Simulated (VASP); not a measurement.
# Ca3Se (Pm-3m) in VASP: further runs

Runs on Ca3Se. Level: PBE. Tasks: single point, relaxation of cell and atoms.

Everything below comes from runs of VASP 6.6.1. Logs are shortened: lines on timing, memory, paths and dates and some standing lists are left out, and cuts for length are marked.

### Step 1. The cell of the first run

It takes space group Pm-3m (No. 221, cubic). The conventional cell has a = 5.043 Å, b = 5.043 Å, c = 5.043 Å, α = 90.00°, β = 90.00°, γ = 90.00°. Within 4.7 Å of Ca (site symmetry 4/mmm) lie 8 Ca at 3.57 Å and 4 Se at 3.57 Å. Within 4.7 Å of Se (site symmetry m-3m) lie 12 Ca at 3.57 Å.

### Step 2. Single point, PBE

Contents of INCAR:

```
SYSTEM = Ca3Se
  ALGO = Normal
  EDIFF = 1E-6
  ENCUT = 520
  GGA = PE
  ISIF = 2
  ISMEAR = 0
  LASPH = .True.
  LCHARG = .False.
  LREAL = .False.
  LWAVE = .False.
  NBANDS = 26
  NELM = 60
  PREC = Accurate
  SIGMA = 0.1
```

Contents of KPOINTS:

```
k-points
0
Gamma
  10 10 10
  0 0 0
```

Contents of POSCAR:

```
Ca3Se
1.0
    5.0425587676      0.0000000000      0.0000000000
    0.0000000000      5.0425587676      0.0000000000
    0.0000000000      0.0000000000      5.0425587676
Ca Se
3 1
Direct
    0.0000000000      0.5000000000      0.5000000000
    0.5000000000      0.0000000000      0.5000000000
    0.5000000000      0.5000000000      0.0000000000
    0.0000000000      0.0000000000      0.0000000000
```

Potentials or basis: VASP PAW PBE potentials, release 64 (Ca_sv, Se).

Command:

```sh
$ cat potpaw_PBE.64/Ca_sv/POTCAR potpaw_PBE.64/Se/POTCAR > POTCAR
$ mpirun -np 1 vasp_std > vasp.out
```

OUTCAR:

```text
SYSTEM = Ca3Se
   EDIFF = 1E-6
   ENCUT = 520
   GGA = PE
   ISIF = 2
   ISMEAR = 0
   LASPH = .True.
   LREAL = .False.
   NELM = 60
   PREC = Accurate

 ion  position               nearest neighbor table
   1  0.000  0.500  0.500-
   2  0.500  0.000  0.500-
   3  0.500  0.500  0.000-
   4  0.000  0.000  0.000-

  LATTYP: Found a simple cubic cell.
 ALAT       =     5.0425587676

  Lattice vectors:

 A1 = (   5.0425587676,   0.0000000000,   0.0000000000)
 A2 = (   0.0000000000,   5.0425587676,   0.0000000000)
 A3 = (   0.0000000000,   0.0000000000,   5.0425587676)

Analysis of symmetry for initial positions (statically):
=====================================================================
 Subroutine PRICEL returns:
 Original cell was already a primitive cell.

 Routine SETGRP: Setting up the symmetry group for a
 simple cubic supercell.

 Subroutine GETGRP returns: Found 48 space group operations
 (whereof 48 operations were pure point group operations)
 out of a pool of 48 trial point group operations.

The static configuration has the point symmetry O_h .

Analysis of symmetry for dynamics (positions and initial velocities):
=====================================================================
 Subroutine PRICEL returns:
 Original cell was already a primitive cell.

 Routine SETGRP: Setting up the symmetry group for a
 simple cubic supercell.

 Subroutine GETGRP returns: Found 48 space group operations
 (whereof 48 operations were pure point group operations)
 out of a pool of 48 trial point group operations.

The dynamic configuration has the point symmetry O_h .

 Subroutine INISYM returns: Found 48 space group operations
 (whereof 48 operations are pure point group operations),
 and found     1 'primitive' translations

----------------------------------------------------------------------------------------

                                     Primitive cell

  volume of cell :     128.2192

[... 84 lines left out ...]
   ISTART =      0    job   : 0-new  1-cont  2-samecut
   ICHARG =      2    charge: 1-file 2-atom 10-const
   ISPIN  =      1    spin polarized calculation?
   LNONCOLLINEAR =      F non collinear calculations
   LSORBIT =      F    spin-orbit coupling
   LASPH  =      T    aspherical Exc in radial PAW
   ENCUT  =  520.0 eV  38.22 Ry    6.18 a.u.   9.38  9.38  9.38*2*pi/ulx,y,z
   NELM   =     60;   NELMIN=  2; NELMDL= -5     # of ELM steps
   EDIFF  = 0.1E-05   stopping-criterion for ELM
   LREAL  =      F    real-space projection
   EDIFFG = 0.1E-04   stopping-criterion for IOM
   NSW    =      0    number of steps for IOM
   IBRION =     -1    ionic relax: 0-MD 1-quasi-New 2-CG
   NFREE  =      0    steps in history (QN), initial steepest desc. (CG)
   ISIF   =      2    stress and relaxation
   ISYM   =      2    0-nonsym 1-usesym 2-fastsym
   POTIM  = 0.5000    time-step for ionic-motion
   TEBEG  =    0.0;   TEEND  =   0.0 temperature during run
   PSTRESS=    0.0 pullay stress
   NELECT =      36.0000    total number of electrons
   NUPDOWN=      -1.0000    fix difference up-down
   EMIN   =  10.00;   EMAX   =-10.00  energy-range for DOS
   EFERMI =   0.00;   METHOD = LEGACY
   ISMEAR =     0;   SIGMA  =   0.10  broadening in eV -4-tet -1-fermi 0-gaus
   EFERMI_NEDOS =   21; number of points for ismear=-14 and -15
   IALGO  =     38    algorithm
   IMIX   =      4    mixing-type and parameters
     AMIX     =   0.40;   BMIX     =  1.00
     AMIX_MAG =   1.60;   BMIX_MAG =  1.00
  volume/ion in A,a.u.               =      32.05       216.32
  Fermi-wavevector in a.u.,A,eV,Ry     =   1.071992  2.025770 15.635351  1.149166
  Thomas-Fermi vector in A             =   2.207748
   LORBIT       =      0    0 simple, 1 ext, 2 COOP (PROOUT), +10 PAW based schemes
   GGA     = PE    functional components
   LHFCALC =     F    Hartree Fock is set to
   AEXX    =    0.0000 exact exchange contribution
   IVDW    =     0    specifies the selected vdW correction
   LEPSILON=     F    determine dielectric tensor
   LRPA    =     F    only Hartree local field effects (RPA)
 non-spin polarized calculation
 Gauss-broadening in eV      SIGMA  =   0.10
  energy-cutoff  :      520.00
  volume of cell :      128.22
 maximum number of plane-waves:      3482
 NGX is ok and might be reduce to    40
   NGX = 19   NGY = 19   NGZ = 19

 number of electron      35.9999989 magnetization

 Free energy of the ion-electron system (eV)
  ---------------------------------------------------
  ext. energy  EPLUGINS =         0.00000000
  ---------------------------------------------------
  free energy    TOTEN  =       -11.10131903 eV

  energy without entropy =      -11.07325542  energy(sigma->0) =      -11.08728722

 E-fermi :   3.5643     XC(G=0):  -8.5559

 val. band max:        3.5633085462   @ k =   0.3000   0.3000   0.1000
 cond. band min:       3.5683657298   @ k =   0.4000   0.3000   0.1000
 fundamental gap:      0.0050571836
 Fermi energy:         3.5643151548

 k-point     1 :       0.0000    0.0000    0.0000
  band No.  band energies     occupation
      1     -38.6329      2.00000
      2     -38.5874      2.00000
      3     -38.5874      2.00000
      4     -19.7407      2.00000
      5     -19.7407      2.00000
      6     -19.7407      2.00000
[... 685 lines left out ...]
     25       5.8838      0.00000
     26       5.9441      0.00000

 [... further k-points ...]

------------------------ aborting loop because EDIFF is reached ----------------------------------------

  FORCE on cell =-STRESS in cart. coord.  units (eV):
  Direction    XX          YY          ZZ          XY          YZ          ZX
  --------------------------------------------------------------------------------------
  -------------------------------------------------------------------------------------
  Total        0.0339451      0.0339451      0.0339451     -0.0000000      0.0000000      0.0000000
  in kB        0.4241648      0.4241648      0.4241648     -0.0000000      0.0000000      0.0000000
  external PRESSURE =       0.4241648 kB  Pullay stress =       0.0000000 kB

 VOLUME and BASIS-vectors are now :
 -----------------------------------------------------------------------------
  energy-cutoff  :      520.00
  volume of cell :      128.22
      direct lattice vectors                 reciprocal lattice vectors
     5.042558768  0.000000000  0.000000000     0.198312017  0.000000000  0.000000000
     0.000000000  5.042558768  0.000000000     0.000000000  0.198312017  0.000000000
     0.000000000  0.000000000  5.042558768     0.000000000  0.000000000  0.198312017

 POSITION                                       TOTAL-FORCE (eV/Angst)
 -----------------------------------------------------------------------------------
      0.00000      2.52128      2.52128         0.000000      0.000000      0.000000
      2.52128      0.00000      2.52128         0.000000      0.000000      0.000000
      2.52128      2.52128      0.00000         0.000000      0.000000      0.000000
      0.00000      0.00000      0.00000         0.000000      0.000000      0.000000
 -----------------------------------------------------------------------------------
    total drift:                               -0.000000     -0.000000     -0.000000

  FREE ENERGIE OF THE ION-ELECTRON SYSTEM (eV)
  ---------------------------------------------------
  free  energy   TOTEN  =       -11.1013190313 eV

  energy  without entropy=      -11.0732554185  energy(sigma->0) =      -11.08728722
```

OSZICAR:

```text
N       E                     dE             d eps       ncg     rms          rms(c)
DAV:   1     0.324697137800E+03    0.32470E+03   -0.17720E+04  2912   0.129E+03
DAV:   2     0.111069699780E+02   -0.31359E+03   -0.30871E+03  3098   0.372E+02
DAV:   3    -0.958863596034E+01   -0.20696E+02   -0.20342E+02  5130   0.712E+01
DAV:   4    -0.112463520996E+02   -0.16577E+01   -0.16459E+01  4480   0.177E+01
DAV:   5    -0.113027896369E+02   -0.56438E-01   -0.56296E-01  4374   0.329E+00    0.486E+00
DAV:   6    -0.111501380419E+02    0.15265E+00   -0.16731E-01  3976   0.215E+00    0.289E+00
DAV:   7    -0.111012131720E+02    0.48925E-01   -0.18534E-01  3832   0.238E+00    0.340E-01
DAV:   8    -0.111011555158E+02    0.57656E-04   -0.10188E-02  4068   0.586E-01    0.869E-02
DAV:   9    -0.111012521781E+02   -0.96662E-04   -0.83265E-04  4696   0.129E-01    0.441E-02
DAV:  10    -0.111013232406E+02   -0.71063E-04   -0.13318E-04  3800   0.822E-02    0.110E-02
DAV:  11    -0.111013202705E+02    0.29701E-05   -0.69362E-06  3592   0.117E-02    0.612E-03
DAV:  12    -0.111013192416E+02    0.10290E-05   -0.22107E-06  3280   0.899E-03    0.148E-03
DAV:  13    -0.111013190313E+02    0.21027E-06   -0.29395E-07  2400   0.266E-03
   1 F= -.11101319E+02 E0= -.11087287E+02  d E =-.280636E-01
```

stdout:

```text
POSCAR found type information on POSCAR CaSe
 POSCAR found :  2 types and       4 ions
 scaLAPACK will be used
 LDA part: xc-table for (Slater+PW92), standard interpolation
 POSCAR, INCAR and KPOINTS ok, starting setup
 FFT: planning ... GRIDC
 FFT: planning ... GRID_SOFT
 FFT: planning ... GRID
 WAVECAR not read
 entering main loop
```

Wall time 4.5 min (1 thread of Intel Xeon 8259CL, shared host); peak memory 0.35 GiB.

Results:

| Item | Value |
| --- | --- |
| Free energy | -11.1013 eV |
| Pressure | 0.0 GPa |
| Band gap on the k mesh | zero (bands 18 and 19 overlap by 1.67 eV) |

Levels at points of the mesh, in eV from the Fermi level:
```
           k point  band 14  band 15  band 16  band 17  band 18  band 19  band 20  band 21  band 22  band 23
(0.00, 0.00, 0.00)    -3.37    -3.18    -3.18    -3.18    -0.47    -0.47     0.01     0.38     0.38     0.38
(0.50, 0.00, 0.00)    -4.74    -3.31    -3.31    -1.44    -0.88     0.49     0.84     1.03     1.03     1.47
(0.50, 0.50, 0.00)    -4.25    -4.25    -3.37    -1.57     0.59     0.59     0.66     1.01     1.38     1.38
(0.50, 0.50, 0.50)    -3.77    -3.77    -3.77    -1.08    -1.08    -1.08    -0.11     1.14     1.97     1.97
```

### Step 3. Single point, PBE

Contents of INCAR:

```
PREC     = Accurate       # precision mode
ENCUT    = 520            # plane-wave cutoff, eV
EDIFF    = 1E-6           # SCF threshold, eV
ISMEAR   = 0              # smearing method
SIGMA    = 0.1            # smearing width, eV
LREAL    = False          # projectors in reciprocal space
LASPH    = True           # aspherical terms in the spheres
NELM     = 60             # most SCF steps
ALGO     = Normal         # electronic algorithm
ISIF     = 2              # what is computed and relaxed
LWAVE    = False          # write WAVECAR
LCHARG   = False          # write CHGCAR
GGA      = PE             # functional
NBANDS   = 26             # bands
```

Contents of KPOINTS:

```
Automatic mesh
0
Gamma
  10 10 10
```

POSCAR is that of step 2.

Potentials or basis: VASP PAW PBE potentials, release 64 (Ca_sv, Se).

Command:

```sh
$ cat potpaw_PBE.64/Ca_sv/POTCAR potpaw_PBE.64/Se/POTCAR > POTCAR
$ mpirun -np 1 vasp_std > vasp.out
```

It took 4.1 min on 1 thread of Intel Xeon 8259CL, shared host; peak memory 0.34 GiB.

Results (log left out):

```
Free energy            : -11.1013 eV
Pressure               : 0.0 GPa
Band gap on the k mesh : zero (bands 18 and 19 overlap by 1.67 eV)
```

Levels at points of the mesh, in eV from the Fermi level:
| k point | band 16 | band 17 | band 18 | band 19 | band 20 | band 21 |
| --- | --- | --- | --- | --- | --- | --- |
| (0.00, 0.00, 0.00) | -3.18 | -3.18 | -0.47 | -0.47 | 0.01 | 0.38 |
| (0.50, 0.00, 0.00) | -3.31 | -1.44 | -0.88 | 0.49 | 0.84 | 1.03 |
| (0.50, 0.50, 0.00) | -3.37 | -1.57 | 0.59 | 0.59 | 0.66 | 1.01 |
| (0.50, 0.50, 0.50) | -3.77 | -1.08 | -1.08 | -1.08 | -0.11 | 1.14 |

### Step 4. Relaxation of cell and atoms, PBE

This run uses another cell than the first one, of 27.06 Å³/atom.

Contents of INCAR:

```
PREC     = Accurate       # precision mode
ENCUT    = 600            # plane-wave cutoff, eV
EDIFF    = 1E-6           # SCF threshold, eV
ISMEAR   = 0              # smearing method
SIGMA    = 0.1            # smearing width, eV
LREAL    = False          # projectors in reciprocal space
LASPH    = True           # aspherical terms in the spheres
NELM     = 100            # most SCF steps
ALGO     = Normal         # electronic algorithm
ISIF     = 3              # what is computed and relaxed
LWAVE    = False          # write WAVECAR
LCHARG   = False          # write CHGCAR
GGA      = PE             # functional
IBRION   = 2              # ionic algorithm
NSW      = 100            # ionic steps
EDIFFG   = -0.01          # ionic threshold
```

KPOINTS is that of step 3.

Contents of POSCAR:

```
Ca3Se
1.0
    4.7660079105      0.0000000000      0.0000000000
    0.0000000000      4.7660079105      0.0000000000
    0.0000000000      0.0000000000      4.7660079105
Ca Se
3 1
Direct
    0.0000000000      0.5000000000      0.5000000000
    0.5000000000      0.0000000000      0.5000000000
    0.5000000000      0.5000000000      0.0000000000
    0.0000000000      0.0000000000      0.0000000000
```

Command:

```sh
$ cat potpaw_PBE.64/Ca_sv/POTCAR potpaw_PBE.64/Se/POTCAR > POTCAR
$ mpirun -np 1 vasp_std > vasp.out
```

It took 13 min on 1 thread of Intel Xeon 8259CL, shared host; peak memory 0.36 GiB.

The run converged. Its results:

```
Free energy                           : -11.0990 eV
Relaxed volume                        : 32.15 Å³/atom
Relaxed cell                          : a = 5.047 Å, b = 5.047 Å, c = 5.047 Å, α = 90.00°, β = 90.00°, γ = 90.00°
Space group after relaxing (to 0.1 Å) : Pm-3m (No. 221)
Energy gained by relaxing             : 61.7 meV/atom
Ionic steps                           : 4
Pressure after relaxing               : 0.0 GPa
Band gap on the k mesh                : zero (bands 18 and 19 overlap by 1.66 eV)
```

The path:
```csv
step,energy change (eV),largest force (eV/Å),pressure (GPa),volume (Å³)
1,0.0000,0.0000,4.30,108.26
2,-0.2081,0.0000,1.52,120.03
3,-0.2439,0.0000,-0.37,130.93
4,-0.2467,0.0000,-0.01,128.59
```

Final structure:
```
Ca Se
1.0
     5.04743    0.00000    0.00000
     0.00000    5.04743    0.00000
     0.00000    0.00000    5.04743
Ca Se
3 1
Direct
  0.00000 0.50000 0.50000
  0.50000 0.00000 0.50000
  0.50000 0.50000 0.00000
  0.00000 0.00000 0.00000
```

Levels at points of the mesh, in eV from the Fermi level:
| k point | band 14 | band 15 | band 16 | band 17 | band 18 | band 19 | band 20 | band 21 | band 22 |
| --- | --- | --- | --- | --- | --- | --- | --- | --- | --- |
| (0.00, 0.00, 0.00) | -3.37 | -3.17 | -3.17 | -3.17 | -0.46 | -0.46 | 0.01 | 0.38 | 0.38 |
| (0.50, 0.00, 0.00) | -4.73 | -3.30 | -3.30 | -1.43 | -0.89 | 0.49 | 0.84 | 1.03 | 1.03 |
| (0.50, 0.50, 0.00) | -4.24 | -4.24 | -3.35 | -1.57 | 0.59 | 0.59 | 0.66 | 1.01 | 1.38 |
| (0.50, 0.50, 0.50) | -3.76 | -3.76 | -3.76 | -1.07 | -1.07 | -1.07 | -0.12 | 1.14 | 1.96 |

Caveat: the volume moved by over 15 % at a fixed basis, so the end points are rough.

(Continued in part 2 of 2.)
